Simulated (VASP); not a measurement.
Here is a VASP 6.6.1 calculation.

The input POSCAR:

```
SiC
1.0
    0.0000000000      2.1781449855      2.1781449855
    2.1781449855      0.0000000000      2.1781449855
    2.1781449855      2.1781449855      0.0000000000
Si C
1 1
Direct
    0.0000000000      0.0000000000      0.0000000000
    0.7500000000      0.7500000000      0.7500000000
```

File INCAR.step1:

```
SYSTEM = SiC
PREC = Accurate
ENCUT = 520
ISMEAR = 0
SIGMA = 0.05
LREAL = .FALSE.
LASPH = .TRUE.
NELM = 100
NBANDS = 11
GGA = PE
ALGO = Normal
EDIFF = 1E-4
LWAVE = .TRUE.
LCHARG = .FALSE.
```

File INCAR.step2:

```
SYSTEM = SiC
PREC = Accurate
ENCUT = 520
EDIFF = 1E-6
ISMEAR = 0
SIGMA = 0.05
LREAL = .FALSE.
LASPH = .TRUE.
NELM = 100
ALGO = Normal
ISIF = 2
LWAVE = .FALSE.
LCHARG = .TRUE.
METAGGA = R2SCAN
LMIXTAU = .TRUE.
LELF = .TRUE.
LVHAR = .TRUE.
NBANDS = 11
ISTART = 1
```

KPOINTS

```
regular mesh
0
G
  10 10 10
  0 0 0
```

Potentials or basis: VASP PAW PBE potentials, release 64 (Si, C).

The run is started by

```console
$ cat potpaw_PBE.64/Si/POTCAR potpaw_PBE.64/C/POTCAR > POTCAR
$ cp INCAR.step1 INCAR
$ mpirun -np 1 vasp_std > vasp.out
$ cp INCAR.step2 INCAR
$ mpirun -np 1 vasp_std > vasp.out
```

(1) Estimate the band gap on the k mesh.

(2) What does it give for the pressure?

Answers

(1) 1.72 eV, indirect (least direct gap 5.06 eV).

(2) -0.2 GPa.

Caveat: the PAW data sets were made with another functional, which shifts forces and pressure a little.

**What was measured.**

From “Insight into the structural, elastic and electronic properties of a new orthorhombic 6O-SiC polytype”, 2020, pmc:7200658, for a bulk crystal of SiC: band gap 2.4 eV (indirect).

Against the measured gap of SiC, 2.4 eV (indirect; quoted in “Insight into the structural, elastic and electronic properties of a new orthorhombic 6O-SiC polytype”, 2020, pmc:7200658), the calculated 1.72 eV is off by -0.68 eV. The value is that of r2SCAN on a finite k mesh, which can miss the band edges, without temperature or zero-point motion.
